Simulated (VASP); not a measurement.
# CuO (P1) in VASP: a series of runs

Runs on CuO. Level: PBE. Tasks: single point.

Program: VASP 6.6.1. These are calculated values, not measurements. Logs are shortened: lines on timing, memory, paths and dates and some standing lists are left out, and cuts for length are marked.

**1. The cell of the first run**

The typed cell holds 6 atoms: a = 4.161 Å, b = 4.161 Å, c = 3.888 Å, α = 90.00°, β = 90.00°, γ = 90.00°.

**2. Single point, PBE (atoms moved at random)**

The input, INCAR:

```
PREC     = Accurate       # precision mode
ENCUT    = 520            # plane-wave cutoff, eV
EDIFF    = 1E-6           # SCF threshold, eV
ISMEAR   = -1             # smearing method
SIGMA    = 0.05           # smearing width, eV
LREAL    = False          # projectors in reciprocal space
LASPH    = True           # aspherical terms in the spheres
NELM     = 60             # most SCF steps
ALGO     = Normal         # electronic algorithm
ISIF     = 2              # what is computed and relaxed
LWAVE    = False          # write WAVECAR
LCHARG   = True           # write CHGCAR
GGA      = PE             # functional
LELF     = True           # ELF
LVHAR    = True         
NBANDS   = 34             # bands
```

The input, KPOINTS:

```
Automatic mesh
0
Gamma
  7 7 7
```

The input, POSCAR:

```
CuO
1.0
    4.1609370000      0.0000000000      0.0000000000
    0.0000000000      4.1609370000      0.0000000000
    0.0000000000      0.0000000000      3.8876430000
Cu O
3 3
Direct
    0.9775528800      0.9881666000      0.9603305800
    0.0396695900      0.5261100300      0.5181672900
    0.4811597400      0.9934184900      0.5059234600
    0.0110367000      0.5028174100      0.9754800000
    0.4613573800      0.9887535000      0.9867417100
    0.0292236900      0.0007339600      0.5533569500
```

Potentials or basis: VASP PAW PBE potentials, release 64 (Cu, O).

Started as:

```bash
$ cat potpaw_PBE.64/Cu/POTCAR potpaw_PBE.64/O/POTCAR > POTCAR
$ mpirun -np 1 vasp_std > vasp.out
```

OUTCAR:

```text
PREC = Accurate
   ENCUT = 520
   EDIFF = 1E-6
   ISMEAR = -1
   LREAL = False
   LASPH = True
   NELM = 60
   ISIF = 2
   GGA = PE

 ion  position               nearest neighbor table
   1  0.978  0.988  0.960-   6 1.60   5 2.02   4 2.03   4 2.15   5 2.15   6 2.32   2 2.59   3 2.72
                             3 2.74
   2  0.040  0.526  0.518-   4 1.78   6 1.98   4 2.12   6 2.19   1 2.59   3 2.68
   3  0.481  0.993  0.506-   5 1.87   6 1.89   5 2.02   6 2.29   2 2.68   1 2.72   1 2.74
   4  0.011  0.503  0.975-   2 1.78   1 2.03   2 2.12   1 2.15
   5  0.461  0.989  0.987-   3 1.87   1 2.02   3 2.02   1 2.15
   6  0.029  0.001  0.553-   1 1.60   3 1.89   2 1.98   2 2.19   3 2.29   1 2.32

  LATTYP: Found a simple tetragonal cell.
 ALAT       =     4.1609370000
 C/A-ratio  =     0.9343191209

  Lattice vectors:

 A1 = (   4.1609370000,   0.0000000000,   0.0000000000)
 A2 = (   0.0000000000,   4.1609370000,   0.0000000000)
 A3 = (   0.0000000000,   0.0000000000,   3.8876430000)

Analysis of symmetry for initial positions (statically):
=====================================================================
 Subroutine PRICEL returns:
 Original cell was already a primitive cell.

 Routine SETGRP: Setting up the symmetry group for a
 simple tetragonal supercell.

 Subroutine GETGRP returns: Found  1 space group operations
 (whereof  1 operations were pure point group operations)
 out of a pool of 16 trial point group operations.

The static configuration has the point symmetry C_1 .

Analysis of symmetry for dynamics (positions and initial velocities):
=====================================================================
 Subroutine PRICEL returns:
 Original cell was already a primitive cell.

 Routine SETGRP: Setting up the symmetry group for a
 simple tetragonal supercell.

 Subroutine GETGRP returns: Found  1 space group operations
 (whereof  1 operations were pure point group operations)
 out of a pool of 16 trial point group operations.

The dynamic configuration has the point symmetry C_1 .

 Subroutine INISYM returns: Found  1 space group operations
 (whereof  1 operations are pure point group operations),
 and found     1 'primitive' translations

----------------------------------------------------------------------------------------

                                     Primitive cell

  volume of cell :      67.3083

  direct lattice vectors                    reciprocal lattice vectors
     4.160937000  0.000000000  0.000000000     0.240330483  0.000000000  0.000000000
     0.000000000  4.160937000  0.000000000     0.000000000  0.240330483  0.000000000
[... 99 lines left out ...]
   ISIF   =      2    stress and relaxation
   ISYM   =      2    0-nonsym 1-usesym 2-fastsym
   POTIM  = 0.5000    time-step for ionic-motion
   TEBEG  =    0.0;   TEEND  =   0.0 temperature during run
   PSTRESS=    0.0 pullay stress
   NELECT =      51.0000    total number of electrons
   NUPDOWN=      -1.0000    fix difference up-down
   EMIN   =  10.00;   EMAX   =-10.00  energy-range for DOS
   EFERMI =   0.00;   METHOD = LEGACY
   ISMEAR =    -1;   SIGMA  =   0.05  broadening in eV -4-tet -1-fermi 0-gaus
   EFERMI_NEDOS =   21; number of points for ismear=-14 and -15
   IALGO  =     38    algorithm
   IMIX   =      4    mixing-type and parameters
     AMIX     =   0.40;   BMIX     =  1.00
     AMIX_MAG =   1.60;   BMIX_MAG =  1.00
  volume/ion in A,a.u.               =      11.22        75.70
  Fermi-wavevector in a.u.,A,eV,Ry     =   1.492481  2.820379 30.306951  2.227498
  Thomas-Fermi vector in A             =   2.605003
   LORBIT       =      0    0 simple, 1 ext, 2 COOP (PROOUT), +10 PAW based schemes
   GGA     = PE    functional components
   LHFCALC =     F    Hartree Fock is set to
   AEXX    =    0.0000 exact exchange contribution
   IVDW    =     0    specifies the selected vdW correction
   LEPSILON=     F    determine dielectric tensor
   LRPA    =     F    only Hartree local field effects (RPA)
 non-spin polarized calculation
  energy-cutoff  :      520.00
  volume of cell :       67.31
 maximum number of plane-waves:      1831
   NGX = 15   NGY = 15   NGZ = 15

 number of electron      51.0000004 magnetization

 Free energy of the ion-electron system (eV)
  ---------------------------------------------------
  ext. energy  EPLUGINS =         0.00000000
  ---------------------------------------------------
  free energy    TOTEN  =       -25.92141589 eV

  energy without entropy =      -25.88977906  energy(sigma->0) =      -25.90559747

 E-fermi :   4.2649     XC(G=0): -11.1379

 val. band max:        4.2624667644   @ k =  -0.2857   0.4286   0.2857
 cond. band min:       4.2649977906   @ k =   0.4286   0.2857   0.1429
 fundamental gap:      0.0025310262
 Fermi energy:         4.2648687255

 k-point     1 :       0.0000    0.0000    0.0000
  band No.  band energies     occupation
      1     -16.2867      2.00000
      2     -13.7013      2.00000
      3     -13.1974      2.00000
      4      -2.4677      2.00000
      5      -2.3667      2.00000
      6      -2.3631      2.00000
[... 877 lines left out ...]
     33      16.3046      0.00000
     34      16.4641      0.00000

 [... further k-points ...]

------------------------ aborting loop because EDIFF is reached ----------------------------------------

  FORCE on cell =-STRESS in cart. coord.  units (eV):
  Direction    XX          YY          ZZ          XY          YZ          ZX
  --------------------------------------------------------------------------------------
  -------------------------------------------------------------------------------------
  Total        4.2750655      3.2348695     13.9850483      0.1172910     -0.4744390     -2.0253421
  in kB      101.7617796     77.0014126    332.8939440      2.7919432    -11.2933374    -48.2103539
  external PRESSURE =     170.5523788 kB  Pullay stress =       0.0000000 kB

 VOLUME and BASIS-vectors are now :
 -----------------------------------------------------------------------------
  energy-cutoff  :      520.00
  volume of cell :       67.31
      direct lattice vectors                 reciprocal lattice vectors
     4.160937000  0.000000000  0.000000000     0.240330483  0.000000000  0.000000000
     0.000000000  4.160937000  0.000000000     0.000000000  0.240330483  0.000000000
     0.000000000  0.000000000  3.887643000     0.000000000  0.000000000  0.257225265

 POSITION                                       TOTAL-FORCE (eV/Angst)
 -----------------------------------------------------------------------------------
      4.06754      4.11170      3.73342        -1.487540      0.404746      9.976992
      0.16506      2.18911      2.01445        -0.067060     -1.107969     -2.769409
      2.00208      4.13355      1.96685         1.592126      0.151126     -1.439962
      0.04592      2.09219      3.79232        -0.362601     -0.483949      2.562665
      1.91968      4.11414      3.83610         1.171702      0.112497      1.377526
      0.12160      0.00305      2.15125        -0.846627      0.923549     -9.707811
 -----------------------------------------------------------------------------------
    total drift:                                0.000354     -0.000622     -0.001147

  FREE ENERGIE OF THE ION-ELECTRON SYSTEM (eV)
  ---------------------------------------------------
  free  energy   TOTEN  =       -25.9214158856 eV

  energy  without entropy=      -25.8897790554  energy(sigma->0) =      -25.90559747
```

OSZICAR:

```text
N       E                     dE             d eps       ncg     rms          rms(c)
DAV:   1     0.556456037280E+03    0.55646E+03   -0.23123E+04 11824   0.229E+03
DAV:   2     0.634130898330E+02   -0.49304E+03   -0.46285E+03 11856   0.474E+02
DAV:   3    -0.302861238824E+02   -0.93699E+02   -0.88315E+02 14800   0.223E+02
[... 10 lines left out ...]
DAV:  14    -0.259216267599E+02    0.71549E-03   -0.59222E-03 17892   0.107E+00    0.172E-01
DAV:  15    -0.259213680167E+02    0.25874E-03   -0.79873E-04 21156   0.512E-01    0.356E-02
DAV:  16    -0.259214612385E+02   -0.93222E-04   -0.43551E-04 17786   0.211E-01    0.607E-02
DAV:  17    -0.259214203076E+02    0.40931E-04   -0.40939E-05 21354   0.104E-01    0.292E-02
DAV:  18    -0.259214153085E+02    0.49991E-05   -0.44908E-05 21550   0.127E-01    0.645E-03
DAV:  19    -0.259214158856E+02   -0.57713E-06   -0.75449E-06 14416   0.257E-02
   1 F= -.25921416E+02 E0= -.25905597E+02  d E =-.316368E-01
```

stdout:

```text
POSCAR found type information on POSCAR CuO
 POSCAR found :  2 types and       6 ions
 scaLAPACK will be used
 LDA part: xc-table for (Slater+PW92), standard interpolation
 POSCAR, INCAR and KPOINTS ok, starting setup
 FFT: planning ... GRIDC
 FFT: planning ... GRID_SOFT
 FFT: planning ... GRID
 WAVECAR not read
 entering main loop
```

Run time: 13 min. Hardware: 1 thread of Intel Xeon 8259CL, shared host; peak memory 0.4 GiB.

Results:

```
Free energy            : -25.9214 eV
Pressure               : 17.1 GPa
Largest force          : 10.095 eV/Å
Band gap on the k mesh : zero (an odd number of electrons rules out a gap without spin polarisation)
```

Forces on the atoms (eV/Å):
```
Cu  -1.488  0.405  9.977
Cu  -0.067 -1.108 -2.769
Cu   1.592  0.151 -1.440
O   -0.363 -0.484  2.563
O    1.172  0.112  1.378
O   -0.847  0.924 -9.708
```

Stress tensor (GPa, compression positive):
```
10.18  0.28 -4.82
 0.28  7.70 -1.13
-4.82 -1.13 33.29
```

Levels at points of the mesh, in eV from the Fermi level:
```csv
k point,band 22,band 23,band 24,band 25,band 26,band 27,band 28,band 29,band 30,band 31
"(0.00, 0.00, 0.00)",-1.68,-1.48,-1.40,-1.27,-1.10,-1.00,1.17,5.94,7.33,8.61
```

Caveat: the cell differs from its parent crystal (atoms moved at random); the cell stands under pressure; an odd number of electrons without spin polarisation forces a metal; a magnetic or distorted state may lie lower; semilocal functionals often make such compounds metallic where correlation or magnetic order opens a gap, which also shifts bond lengths.

**3. Single point, PBE (atoms moved at random)**

The input, INCAR:

```
SYSTEM = CuO
PREC = Accurate ; ENCUT = 520
EDIFF = 1E-6 ; ISMEAR = -1
SIGMA = 0.05 ; LREAL = .FALSE.
LASPH = .TRUE. ; NELM = 100
ALGO = Normal ; ISIF = 2
LWAVE = .FALSE. ; LCHARG = .TRUE.
GGA = PE ; LELF = .TRUE.
LVHAR = .TRUE. ; NBANDS = 34
```

The input, KPOINTS:

```
Automatic mesh
0
G
  7 7 7
  0 0 0
```

The input, POSCAR:

```
CuO
1.0
    4.1609370000      0.0000000000      0.0000000000
    0.0000000000      4.1609370000      0.0000000000
    0.0000000000      0.0000000000      3.8876430000
Cu O
3 3
Direct
    0.9821830000      0.9936320000      0.9493920000
    0.0383940000      0.5256170000      0.5118250000
    0.4919890000      0.9889950000      0.5060080000
    0.0144960000      0.4976430000      0.9777480000
    0.4658340000      0.9823580000      0.9860210000
    0.0292410000     -0.0034570000      0.5624760000
```

Potentials or basis: VASP PAW PBE potentials, release 64 (Cu, O).

Started as:

```bash
$ cat potpaw_PBE.64/Cu/POTCAR potpaw_PBE.64/O/POTCAR > POTCAR
$ mpirun -np 1 vasp_std > vasp.out
```

OUTCAR:

```text
SYSTEM = CuO
   PREC = Accurate
   ENCUT = 520
   EDIFF = 1E-6
   ISMEAR = -1
   LREAL = .FALSE.
   LASPH = .TRUE.
   NELM = 100
   ISIF = 2
   GGA = PE

 ion  position               nearest neighbor table
   1  0.982  0.994  0.949-   6 1.52   5 2.02   4 2.07   4 2.10   5 2.15   2 2.60   3 2.67   3 2.73

   2  0.038  0.526  0.512-   4 1.82   6 1.97   4 2.08   6 2.21   1 2.60   3 2.70
   3  0.492  0.989  0.506-   5 1.87   6 1.94   5 2.02   6 2.25   1 2.67   2 2.70   1 2.73
   4  0.014  0.498  0.978-   2 1.82   1 2.07   2 2.08   1 2.10
   5  0.466  0.982  0.986-   3 1.87   1 2.02   3 2.02   1 2.15
   6  0.029  0.997  0.562-   1 1.52   3 1.94   2 1.97   2 2.21   3 2.25

  LATTYP: Found a simple tetragonal cell.
 ALAT       =     4.1609370000
 C/A-ratio  =     0.9343191209

  Lattice vectors:

 A1 = (   4.1609370000,   0.0000000000,   0.0000000000)
 A2 = (   0.0000000000,   4.1609370000,   0.0000000000)
 A3 = (   0.0000000000,   0.0000000000,   3.8876430000)

Analysis of symmetry for initial positions (statically):
[... 183 lines left out ...]
 cond. band min:       4.2896670272   @ k =   0.1429   0.4286  -0.1429
 fundamental gap:      0.0052767211
 Fermi energy:         4.2895970431

 k-point     1 :       0.0000    0.0000    0.0000
  band No.  band energies     occupation
      1     -16.5490      2.00000
      2     -13.6766      2.00000
      3     -13.1461      2.00000
      4      -2.7729      2.00000
      5      -2.6608      2.00000
      6      -2.6330      2.00000
[... 877 lines left out ...]
     33      16.3291      0.00000
     34      16.4676      0.00000

 [... further k-points ...]

------------------------ aborting loop because EDIFF is reached ----------------------------------------

  FORCE on cell =-STRESS in cart. coord.  units (eV):
  Direction    XX          YY          ZZ          XY          YZ          ZX
  --------------------------------------------------------------------------------------
  -------------------------------------------------------------------------------------
  Total        4.2019403      3.5113425     19.1818238      0.0998999     -0.1727670     -2.6056665
  in kB      100.0211405     83.5824533    456.5957044      2.3779738     -4.1124709    -62.0241407
  external PRESSURE =     213.3997661 kB  Pullay stress =       0.0000000 kB

 VOLUME and BASIS-vectors are now :
 -----------------------------------------------------------------------------
  energy-cutoff  :      520.00
  volume of cell :       67.31
      direct lattice vectors                 reciprocal lattice vectors
     4.160937000  0.000000000  0.000000000     0.240330483  0.000000000  0.000000000
     0.000000000  4.160937000  0.000000000     0.000000000  0.240330483  0.000000000
     0.000000000  0.000000000  3.887643000     0.000000000  0.000000000  0.257225265

 POSITION                                       TOTAL-FORCE (eV/Angst)
 -----------------------------------------------------------------------------------
      4.08680      4.13444      3.69090        -1.989253      0.252649     14.689145
      0.15976      2.18706      1.98979        -0.056200     -1.117234     -2.327106
      2.04714      4.11515      1.96718         1.068344      0.121520     -1.556823
      0.06032      2.07066      3.80114        -0.317451     -0.247579      2.034123
      1.93831      4.08753      3.83330         1.139102      0.148960      1.435084
      0.12167      4.14655      2.18671         0.155459      0.841684    -14.274422
 -----------------------------------------------------------------------------------
    total drift:                               -0.000393      0.000278      0.001048

  FREE ENERGIE OF THE ION-ELECTRON SYSTEM (eV)
  ---------------------------------------------------
  free  energy   TOTEN  =       -25.0986464698 eV

  energy  without entropy=      -25.0656848433  energy(sigma->0) =      -25.08216566
```

OSZICAR:

```text
N       E                     dE             d eps       ncg     rms          rms(c)
DAV:   1     0.556684487362E+03    0.55668E+03   -0.23003E+04 11800   0.229E+03
DAV:   2     0.635296025752E+02   -0.49315E+03   -0.46242E+03 11890   0.475E+02
[... 12 lines left out ...]
DAV:  15    -0.250985979028E+02    0.32647E-03   -0.11970E-03 21592   0.684E-01    0.340E-02
DAV:  16    -0.250987047547E+02   -0.10685E-03   -0.45984E-04 17604   0.191E-01    0.690E-02
DAV:  17    -0.250986528114E+02    0.51943E-04   -0.47713E-05 21182   0.114E-01    0.339E-02
DAV:  18    -0.250986461945E+02    0.66168E-05   -0.55725E-05 20870   0.167E-01    0.838E-03
DAV:  19    -0.250986467191E+02   -0.52461E-06   -0.12382E-05 17256   0.376E-02    0.403E-03
DAV:  20    -0.250986464698E+02    0.24930E-06   -0.71858E-07  6804   0.134E-02
   1 F= -.25098646E+02 E0= -.25082166E+02  d E =-.329616E-01
```

Wall time 13 min (1 thread of Intel Xeon 8259CL, shared host); peak memory 0.41 GiB.

Results:

```yaml
Free_energy: -25.0986 eV
Pressure: 21.3 GPa
Largest_force: 14.825 eV/Å
Band_gap_on_the_k_mesh: zero (an odd number of electrons rules out a gap without spin polarisation)
```

Forces in eV/Å, atoms in the order of the input:
```
Cu   -1.989   0.253  14.689
Cu   -0.056  -1.117  -2.327
Cu    1.068   0.122  -1.557
O    -0.317  -0.248   2.034
O     1.139   0.149   1.435
O     0.155   0.842 -14.274
```

Stress tensor (GPa, compression positive):
```
10.00  0.24 -6.20
 0.24  8.36 -0.41
-6.20 -0.41 45.66
```

Caveat: the cell differs from its parent crystal (atoms moved at random); the cell stands under pressure; an odd number of electrons without spin polarisation forces a metal; a magnetic or distorted state may lie lower; semilocal functionals often make such compounds metallic where correlation or magnetic order opens a gap, which also shifts bond lengths.
